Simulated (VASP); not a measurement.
A run of VASP 6.6.1 is set up as follows.

The input INCAR:

```
PREC     = Accurate       # precision mode
ENCUT    = 520            # plane-wave cutoff, eV
EDIFF    = 1E-6           # SCF threshold, eV
ISMEAR   = 0              # smearing method
SIGMA    = 0.1            # smearing width, eV
LREAL    = False          # projectors in reciprocal space
LASPH    = True           # aspherical terms in the spheres
NELM     = 100            # most SCF steps
ALGO     = Normal         # electronic algorithm
ISIF     = 2              # what is computed and relaxed
LWAVE    = False          # write WAVECAR
LCHARG   = True           # write CHGCAR
GGA      = PE             # functional
LELF     = True           # ELF
LVHAR    = True         
NBANDS   = 36             # bands
```

Contents of KPOINTS:

```
Automatic mesh
0
Gamma
  12 12 4
```

File POSCAR:

```
Ge
1.0
    3.9656700742      0.0000000000      0.0000000000
   -1.9828350371      3.4343710272      0.0000000000
    0.0000000000      0.0000000000     10.4335771597
Ge
4
Direct
    0.0000000000      0.0000000000      0.9719941595
    0.0000000000      0.0000000000      0.4719941595
    0.3333333300      0.6666666700      0.9203058405
    0.6666666700      0.3333333300      0.4203058405
```

Potentials or basis: VASP PAW PBE potentials, release 64 (Ge_d).

Launch:

```sh
$ cat potpaw_PBE.64/Ge_d/POTCAR > POTCAR
$ mpirun -np 1 vasp_std > vasp.out
```

Task: What does it give for the largest force?

Result: 0.545 eV/Å.

Task: Predict the pressure.

Result: 2.6 GPa.

Forces on the atoms (eV/Å):
```
Ge   0.000  0.000  0.545
Ge   0.000  0.000  0.545
Ge   0.000  0.000 -0.545
Ge   0.000  0.000 -0.545
```

Caveat: the cell differs from its parent crystal (strained).
